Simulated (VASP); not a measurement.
# La2AsN: single point with PBE

Crystal: La2AsN.

```
CELL_PARAMETERS angstrom
4.19577 0.00000 0.00000
0.00000 4.19577 0.00000
0.00000 0.00000 5.95700
ATOMIC_POSITIONS crystal
N 0.00000 0.00000 0.00000
La 0.00000 0.00000 0.50000
La 0.50000 0.50000 0.00000
As 0.50000 0.50000 0.50000
```

| Property | Result |
| --- | --- |
| Program | VASP 6.6.1 |
| Task | single point |
| Functional | PBE |
| Potentials or basis | VASP PAW PBE potentials, release 64 (N, La, As) |
| Cutoff | 600 eV |
| k mesh | 6 × 6 × 4 |
| Occupations | fermi-dirac, width 0.02 eV |
| Spin | no spin polarisation |

```json
{"Pressure": "-4.2 GPa", "Band gap on the k mesh": "zero (filled and empty bands touch)"}
```

Levels at points of the mesh, in eV from the Fermi level:
```tsv
k point	band 12	band 13	band 14	band 15	band 16	band 17	band 18	band 19	band 20	band 21
(0.00, 0.00, 0.00)	-0.14	-0.14	-0.09	-0.01	0.00	0.00	2.00	2.00	2.18	2.39
(0.50, 0.00, 0.00)	-1.87	-1.63	-1.13	-0.94	-0.64	2.02	2.28	2.46	2.52	2.55
(0.50, 0.50, 0.00)	-0.80	-0.26	-0.10	-0.10	-0.07	0.03	0.03	2.67	2.67	2.73
(0.00, 0.00, 0.50)	-1.25	-0.36	-0.36	-0.16	-0.16	0.23	1.29	2.51	2.51	2.60
(0.50, 0.00, 0.50)	-2.89	-2.04	-1.43	-1.22	-1.07	2.33	2.37	2.53	2.59	2.63
(0.50, 0.50, 0.50)	-1.10	-1.10	-1.01	-0.61	-0.61	1.80	1.80	2.39	2.39	2.71
```

It took 58 s on 1 thread of Intel(R) Xeon(R) 6975P-C (Granite Rapids) (shared host), peak memory 0.31 GiB.

Caveat: the cell stands under tension; spin-orbit coupling is left out, which moves the levels of the heavy elements.
